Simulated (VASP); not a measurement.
# BeTe (F-43m) in VASP: further runs

BeTe is run at these levels: LDA; tasks: single point.

Everything below comes from runs of VASP 6.6.1. Logs are shortened: lines on timing, memory, paths and dates and some standing lists are left out, and cuts for length are marked.

### 1 The cell of the first run

It takes space group F-43m (No. 216, cubic). The conventional cell has a = 5.452 Å, b = 5.452 Å, c = 5.452 Å, α = 90.00°, β = 90.00°, γ = 90.00°. Within 3.1 Å of Be (site symmetry -43m) lie 4 Te at 2.36 Å. Te (site symmetry -43m) has 4 Be at 2.36 Å within 3.1 Å.

### 2 Single point, LDA

INCAR

```
  ALGO = Normal
  EDIFF = 1E-7
  ENCUT = 520
  ISIF = 2
  ISMEAR = 0
  LASPH = T
  LCHARG = F
  LREAL = F
  LWAVE = F
  NBANDS = 11
  NELM = 60
  PREC = Accurate
  SIGMA = 0.01
```

KPOINTS

```
k-points
0
Gamma
  8 8 8
```

POSCAR

```
BeTe
1.0
    0.0000000000      2.7259429950      2.7259429950
    2.7259429950      0.0000000000      2.7259429950
    2.7259429950      2.7259429950      0.0000000000
Be Te
1 1
Direct
    0.0000000000      0.0000000000      0.0000000000
    0.7500000000      0.7500000000      0.7500000000
```

Potentials or basis: VASP PAW LDA potentials, release 64 (Be, Te).

The run is started by

```
cat potpaw_LDA.64/Be/POTCAR potpaw_LDA.64/Te/POTCAR > POTCAR
mpirun -np 1 vasp_std > vasp.out
```

OUTCAR:

```text
EDIFF = 1E-7
   ENCUT = 520
   ISIF = 2
   ISMEAR = 0
   LASPH = T
   LREAL = F
   NELM = 60
   PREC = Accurate

 ion  position               nearest neighbor table
   1  0.000  0.000  0.000-   2 2.36   2 2.36   2 2.36   2 2.36
   2  0.750  0.750  0.750-   1 2.36   1 2.36   1 2.36   1 2.36

  LATTYP: Found a face centered cubic cell.
 ALAT       =     5.4518859900

  Lattice vectors:

 A1 = (   0.0000000000,   2.7259429950,   2.7259429950)
 A2 = (   2.7259429950,   0.0000000000,   2.7259429950)
 A3 = (   2.7259429950,   2.7259429950,   0.0000000000)

Analysis of symmetry for initial positions (statically):
=====================================================================
 Subroutine PRICEL returns:
 Original cell was already a primitive cell.

 Routine SETGRP: Setting up the symmetry group for a
 face centered cubic supercell.

 Subroutine GETGRP returns: Found 24 space group operations
 (whereof 24 operations were pure point group operations)
 out of a pool of 48 trial point group operations.

The static configuration has the point symmetry T_d .

Analysis of symmetry for dynamics (positions and initial velocities):
=====================================================================
 Subroutine PRICEL returns:
 Original cell was already a primitive cell.

 Routine SETGRP: Setting up the symmetry group for a
 face centered cubic supercell.

 Subroutine GETGRP returns: Found 24 space group operations
 (whereof 24 operations were pure point group operations)
 out of a pool of 48 trial point group operations.

The dynamic configuration has the point symmetry T_d .

 Subroutine INISYM returns: Found 24 space group operations
 (whereof 24 operations are pure point group operations),
 and found     1 'primitive' translations

----------------------------------------------------------------------------------------

                                     Primitive cell

  volume of cell :      40.5117

  direct lattice vectors                    reciprocal lattice vectors
     0.000000000  2.725942995  2.725942995    -0.183422764  0.183422764  0.183422764
     2.725942995  0.000000000  2.725942995     0.183422764 -0.183422764  0.183422764
     2.725942995  2.725942995  0.000000000     0.183422764  0.183422764 -0.183422764

  length of vectors
     3.855065554  3.855065554  3.855065554     0.317697547  0.317697547  0.317697547

  position of ions in fractional coordinates (direct lattice)
[... 86 lines left out ...]
   ISYM   =      2    0-nonsym 1-usesym 2-fastsym
   POTIM  = 0.5000    time-step for ionic-motion
   TEBEG  =    0.0;   TEEND  =   0.0 temperature during run
   PSTRESS=    0.0 pullay stress
   NELECT =       8.0000    total number of electrons
   NUPDOWN=      -1.0000    fix difference up-down
   EMIN   =  10.00;   EMAX   =-10.00  energy-range for DOS
   EFERMI =   0.00;   METHOD = LEGACY
   ISMEAR =     0;   SIGMA  =   0.01  broadening in eV -4-tet -1-fermi 0-gaus
   EFERMI_NEDOS =   21; number of points for ismear=-14 and -15
   IALGO  =     38    algorithm
   IMIX   =      4    mixing-type and parameters
     AMIX     =   0.40;   BMIX     =  1.00
     AMIX_MAG =   1.60;   BMIX_MAG =  1.00
  volume/ion in A,a.u.               =      20.26       136.69
  Fermi-wavevector in a.u.,A,eV,Ry     =   0.953333  1.801539 12.365576  0.908844
  Thomas-Fermi vector in A             =   2.081979
   LORBIT       =      0    0 simple, 1 ext, 2 COOP (PROOUT), +10 PAW based schemes
   GGA     = CA    functional components
   LHFCALC =     F    Hartree Fock is set to
   AEXX    =    0.0000 exact exchange contribution
   IVDW    =     0    specifies the selected vdW correction
   LEPSILON=     F    determine dielectric tensor
   LRPA    =     F    only Hartree local field effects (RPA)
 non-spin polarized calculation
 Gauss-broadening in eV      SIGMA  =   0.01
  energy-cutoff  :      520.00
  volume of cell :       40.51
 maximum number of plane-waves:      1106
 NGX is ok and might be reduce to    30
   NGX = 15   NGY = 15   NGZ = 15

 number of electron       8.0000000 magnetization

 Free energy of the ion-electron system (eV)
  ---------------------------------------------------
  ext. energy  EPLUGINS =         0.00000000
  ---------------------------------------------------
  free energy    TOTEN  =        -8.69426040 eV

  energy without entropy =       -8.69426040  energy(sigma->0) =       -8.69426040

 E-fermi :   6.2034     XC(G=0):  -9.6517

 val. band max:        6.0949753968   @ k =   0.0000   0.0000   0.0000
 cond. band min:       7.7205320777   @ k =   0.5000   0.5000   0.0000
 fundamental gap:      1.6255566809
 Fermi energy:         6.2033740720

 k-point     1 :       0.0000    0.0000    0.0000
  band No.  band energies     occupation
      1      -6.9037      2.00000
      2       6.0950      2.00000
      3       6.0950      2.00000
      4       6.0950      2.00000
      5       9.5877      0.00000
      6       9.5877      0.00000
      7       9.5877      0.00000
      8      10.5589      0.00000
      9      14.4241      0.00000
     10      16.5340      0.00000
     11      16.5340      0.00000
[... 309 lines left out ...]
 k-point    24 :      -0.3750    0.2500    0.1250
  band No.  band energies     occupation
      1      -5.0295      2.00000
      2       0.3912      2.00000
      3       2.8435      2.00000
      4       3.8861      2.00000
      5      10.1705      0.00000
      6      10.5775      0.00000
      7      13.0191      0.00000
      8      14.0817      0.00000
      9      14.6850      0.00000
     10      17.8115      0.00000
     11      18.2583      0.00000

 [... further k-points ...]

------------------------ aborting loop because EDIFF is reached ----------------------------------------

  FORCE on cell =-STRESS in cart. coord.  units (eV):
  Direction    XX          YY          ZZ          XY          YZ          ZX
  --------------------------------------------------------------------------------------
  -------------------------------------------------------------------------------------
  Total        1.0948344      1.0948344      1.0948344      0.0000000     -0.0000000     -0.0000000
  in kB       43.2990858     43.2990858     43.2990858      0.0000000     -0.0000000     -0.0000000
  external PRESSURE =      43.2990858 kB  Pullay stress =       0.0000000 kB

 VOLUME and BASIS-vectors are now :
 -----------------------------------------------------------------------------
  energy-cutoff  :      520.00
  volume of cell :       40.51
      direct lattice vectors                 reciprocal lattice vectors
     0.000000000  2.725942995  2.725942995    -0.183422764  0.183422764  0.183422764
     2.725942995  0.000000000  2.725942995     0.183422764 -0.183422764  0.183422764
     2.725942995  2.725942995  0.000000000     0.183422764  0.183422764 -0.183422764

 POSITION                                       TOTAL-FORCE (eV/Angst)
 -----------------------------------------------------------------------------------
      0.00000      0.00000      0.00000        -0.000000     -0.000000      0.000000
      4.08891      4.08891      4.08891         0.000000      0.000000     -0.000000
 -----------------------------------------------------------------------------------
    total drift:                               -0.000000     -0.000000     -0.000000

  FREE ENERGIE OF THE ION-ELECTRON SYSTEM (eV)
  ---------------------------------------------------
  free  energy   TOTEN  =        -8.6942604043 eV

  energy  without entropy=       -8.6942604043  energy(sigma->0) =       -8.69426040
```

OSZICAR:

```text
N       E                     dE             d eps       ncg     rms          rms(c)
DAV:   1     0.170513340326E+02    0.17051E+02   -0.32640E+03   638   0.589E+02
DAV:   2    -0.800834331072E+01   -0.25060E+02   -0.24204E+02   873   0.923E+01
DAV:   3    -0.896103595624E+01   -0.95269E+00   -0.95047E+00   842   0.185E+01
DAV:   4    -0.897033055350E+01   -0.92946E-02   -0.92938E-02   724   0.205E+00
DAV:   5    -0.897049892932E+01   -0.16838E-03   -0.16837E-03   797   0.269E-01    0.490E+00
DAV:   6    -0.876017305963E+01    0.21033E+00   -0.24590E-01   716   0.183E+00    0.283E+00
DAV:   7    -0.869533358621E+01    0.64839E-01   -0.16945E-01   749   0.170E+00    0.549E-01
DAV:   8    -0.869419272819E+01    0.11409E-02   -0.79679E-03   688   0.497E-01    0.130E-01
DAV:   9    -0.869425297850E+01   -0.60250E-04   -0.25293E-04   794   0.101E-01    0.583E-02
DAV:  10    -0.869426105712E+01   -0.80786E-05   -0.24459E-05   692   0.245E-02    0.214E-02
DAV:  11    -0.869426035111E+01    0.70601E-06   -0.18381E-06   777   0.696E-03    0.105E-02
DAV:  12    -0.869426040427E+01   -0.53163E-07   -0.15366E-07   710   0.245E-03
   1 F= -.86942604E+01 E0= -.86942604E+01  d E =-.307930E-55
```

Run time: 6.5 s. Hardware: 1 thread of Intel Xeon 6975P-C (Granite Rapids), shared host; peak memory 0.15 GiB.

Results:

```
Free energy            : -8.6943 eV
Pressure               : 4.3 GPa
Band gap on the k mesh : 1.63 eV, indirect (least direct gap 3.49 eV)
```

Caveat: spin-orbit coupling is left out, which moves the levels of the heavy elements.

### 3 Single point, LDA

This run uses another cell than the first one, of 21.10 Å³/atom, 1.042 times its volume.

INCAR

```
SYSTEM = BeTe
PREC = Accurate ; ENCUT = 520
EDIFF = 1E-6 ; ISMEAR = 0
SIGMA = 0.01 ; LREAL = .False.
LASPH = .True. ; NELM = 80
ALGO = Normal ; ISIF = 2
LWAVE = .False. ; LCHARG = .False.
NBANDS = 11
```

KPOINTS

```
Automatic mesh
0
Gamma
  8 8 8
  0 0 0
```

POSCAR

```
BeTe
1.0
    0.0000000000      2.7633605175      2.7633605175
    2.7633605175      0.0000000000      2.7633605175
    2.7633605175      2.7633605175      0.0000000000
Be Te
1 1
Direct
    0.0000000000      0.0000000000      0.0000000000
    0.7500000000      0.7500000000      0.7500000000
```

Potentials or basis: VASP PAW LDA potentials, release 64 (Be, Te).

The run is started by

```
cat potpaw_LDA.64/Be/POTCAR potpaw_LDA.64/Te/POTCAR > POTCAR
mpirun -np 1 vasp_std > vasp.out
```

Run time: 6.5 s. Hardware: 1 thread of Intel Xeon 6975P-C (Granite Rapids), shared host; peak memory 0.15 GiB.

It converged, with:

* Free energy: -8.7234 eV
* Pressure: 1.3 GPa
* Band gap on the k mesh: 1.73 eV, indirect (least direct gap 3.54 eV)

Levels at points of the mesh, in eV from the valence-band top:
| k point | band 1 | band 2 | band 3 | band 4 | band 5 | band 6 | band 7 | band 8 | band 9 |
| --- | --- | --- | --- | --- | --- | --- | --- | --- | --- |
| (0.00, 0.00, 0.00) | -12.70 | 0.00 | 0.00 | 0.00 | 3.54 | 3.54 | 3.54 | 4.15 | 8.27 |
| (0.50, 0.00, 0.00) | -11.22 | -5.90 | -1.23 | -1.23 | 3.21 | 4.53 | 4.53 | 7.63 | 11.00 |
| (0.50, 0.50, 0.00) | -10.69 | -5.39 | -2.86 | -2.86 | 1.73 | 2.57 | 9.95 | 9.95 | 11.70 |

Caveat: spin-orbit coupling is left out, which moves the levels of the heavy elements. A hybrid or GW would open this gap; LDA tends to underestimate it.
